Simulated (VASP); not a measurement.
Write the native input for VASP 6.6.1 that does the following.

```yaml
Task: relaxation of cell and atoms
Functional: PBE
Potentials_or_basis: VASP PAW PBE potentials, release 64 (Si, O)
Cutoff: 600 eV
k_mesh: 12 × 12 × 12
Occupations: gaussian, width 0.02 eV
Spin: no spin polarisation
Dipole_correction: no
Further_INCAR_settings: ALGO = Normal; EDIFF = 1e-06; IBRION = 2; EDIFFG = -0.01; NSW = 100; ISIF = 3
```

The structure of SiO2 lies in POSCAR:

```
SiO2
1.0
    1.3495120872      0.7791411668      5.1859495805
   -1.3495120872      0.7791411668      5.1859495805
    0.0000000000     -1.5582823337      5.1859495805
Si O
1 2
Direct
    0.0000000000      0.0000000000      0.0000000000
    0.2745202382      0.2745202382      0.2745202382
    0.7254797618      0.7254797618      0.7254797618
```

One way to write it, as run:

INCAR

```
ALGO = Normal
EDIFF = 1E-6
EDIFFG = -0.01
ENCUT = 600
GGA = PE
IBRION = 2
ISIF = 3
ISMEAR = 0
LASPH = True
LCHARG = False
LREAL = False
LWAVE = False
NELM = 100
NSW = 100
PREC = Accurate
SIGMA = 0.02
```

KPOINTS

```
k-points
0
Gamma
  12 12 12
```

Potentials or basis: VASP PAW PBE potentials, release 64 (Si, O).

Run with:

```bash
$ cat potpaw_PBE.64/Si/POTCAR potpaw_PBE.64/O/POTCAR > POTCAR
$ mpirun -np 1 vasp_std > vasp.out
```

It gave:

| Item | Value |
| --- | --- |
| Relaxed volume | 10.92 Å³/atom |
| Relaxed cell | a = 5.412 Å, b = 5.412 Å, c = 5.412 Å, α = 28.90°, β = 28.90°, γ = 28.90° |
| Space group after relaxing (to 0.05 Å) | R-3m (No. 166) |
| Energy gained by relaxing | 0.0 meV/atom |
| Ionic steps | 4 |
| Pressure after relaxing | 0.0 GPa |
| Largest force after relaxing | 0.010 eV/Å |
| Band gap on the k mesh | 6.15 eV, indirect (least direct gap 6.56 eV) |

Run time: 18 min on 1 thread of AMD EPYC 7R13, with other jobs on the host, peak memory 0.34 GiB.
